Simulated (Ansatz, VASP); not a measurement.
**TiAl in VASP and in Ansatz**

```
Ti Al
1.0
     3.20938    0.00000    0.00000
     0.00000    3.20938    0.00000
     0.00000    0.00000    2.87143
Ti Al
1 1
Cartesian
  0.0000 0.0000 0.0000
  1.6047 1.6047 1.4357
```

Alike in both runs: task single point; functional LDA; k mesh 16 × 16 × 16; occupations gaussian, width 0.15 eV; no spin polarisation.

|  | VASP | Ansatz |
| --- | --- | --- |
| version | VASP 6.6.1 | Ansatz 0.2.0 |
| potentials or method | VASP PAW LDA potentials, release 64 (Ti_sv, Al), cutoff 520 eV | scalar-relativistic, plane waves, PAW |
| valence electrons in the cell | 15 | 15 |

Ansatz gave:

* gap on the k mesh at the Fermi level (eV): none
* pressure (GPa): 4.6
* traceless stress, the component that is largest in VASP (GPa): -0.80

Problem. Estimate VASP's values.

Solution. gap on the k mesh at the Fermi level (eV): none; pressure (GPa): 4.7; traceless stress, the component that is largest in VASP (GPa): -0.82.

Ansatz warns that its potentials were made for another functional, while VASP's fit it. LDA's correlation is that of Perdew and Zunger in VASP and of Perdew and Wang (1992) in Ansatz. A gap of «none» marks a metal or a gap that the smearing closes.
